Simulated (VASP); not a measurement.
A run of VASP 6.6.1 is set up as follows.

File INCAR:

```
SYSTEM = FeO
  ALGO = Normal
  EDIFF = 1E-6
  ENCUT = 520
  GGA = PE
  ISIF = 2
  ISMEAR = -1
  ISPIN = 2
  IVDW = 12
  LASPH = .TRUE.
  LCHARG = .TRUE.
  LDAU = .TRUE.
  LDAUJ = 0.9 0
  LDAUL = 2 -1
  LDAUPRINT = 1
  LDAUTYPE = 1
  LDAUU = 6.9 0
  LELF = .TRUE.
  LMAXMIX = 4
  LORBIT = 11
  LREAL = .FALSE.
  LVHAR = .TRUE.
  LWAVE = .FALSE.
  MAGMOM = 3.5 0
  NBANDS = 18
  NELM = 150
  PREC = Accurate
  SIGMA = 0.05
```

KPOINTS

```
k-points
0
G
  6 6 6
  0 0 0
```

Contents of POSCAR:

```
FeO
1.0
   -0.0031151747      2.1588160798      2.0678850313
    2.2171630018     -0.0482902165      2.1130600730
    2.2226721532      2.2095002730     -0.0537993679
Fe O
1 1
Direct
    0.0023800000      0.9908100000      0.0022500000
    0.5002700000      0.4862600000      0.5066600000
```

Potentials or basis: VASP PAW PBE potentials, release 64 (Fe, O).

The run is started by

```console
$ cat potpaw_PBE.64/Fe/POTCAR potpaw_PBE.64/O/POTCAR > POTCAR
$ mpirun -np 1 vasp_std > vasp.out
```

**Question.** Estimate the pressure.

**Answer.** -5.3 GPa.

**Question.** Predict the band gap on the k mesh.

**Answer.** Zero (filled and empty bands overlap).

**Question.** Predict the dispersion energy per atom.

**Answer.** -0.192 eV.

**Question.** Estimate the net moment.

**Answer.** 4.00 μB per cell.

Eigenvalues of the final occupation matrices:
| site | spin | trace | eigenvalues |
| --- | --- | --- | --- |
| site 1 d | 1 | 4.97 | 0.97 0.97 0.98 1.02 1.03 |
| site 1 d | 2 | 1.15 | 0.03 0.07 0.09 0.44 0.52 |

Caveat: the k points lie up to 0.42 Å⁻¹ apart; three body term missing; a cell with one magnetic atom can't hold antiferromagnetic order, which such compounds often take; pairwise dispersion overbinds metals, which lowers pressure and volume. The state reached can hang on the start; a lower one may exist.
